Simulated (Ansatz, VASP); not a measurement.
# SnO2 in VASP and in Ansatz

```
CELL_PARAMETERS angstrom
5.20049 0.00000 0.00000
0.00000 5.20049 0.00000
0.00000 0.00000 2.79042
ATOMIC_POSITIONS crystal
Sn 0.00000 0.00000 0.00000
Sn 0.50000 0.50000 0.50000
O 0.30661 0.30661 0.00000
O 0.19339 0.80661 0.50000
O 0.69339 0.69339 0.00000
O 0.80661 0.19339 0.50000
```

Alike in both runs: task single point; functional PBE; k mesh 6 × 6 × 10; occupations gaussian, width 0.05 eV; no spin polarisation.

|  | VASP | Ansatz |
| --- | --- | --- |
| version | VASP 6.6.1 | Ansatz 0.2.0 |
| potentials or method | VASP PAW PBE potentials, release 64 (Sn_d, O), cutoff 520 eV | scalar-relativistic, plane waves, PAW |
| valence electrons in the cell | 52 | 52 |

```csv
,VASP,Ansatz,Ansatz less VASP
gap on the k mesh at the Fermi level (eV),1.44,1.46,+0.016
least direct gap on the mesh (eV),1.44,1.46,+0.016
pressure (GPa),15.8,15.2,-0.59
"traceless stress, the component that is largest in VASP (GPa)",38.90,38.54,-0.354
rms of the force components (eV/Å),0.252,0.214,-0.0383
```

Atom by atom the forces differ by 0.038 eV/Å (rms over components).
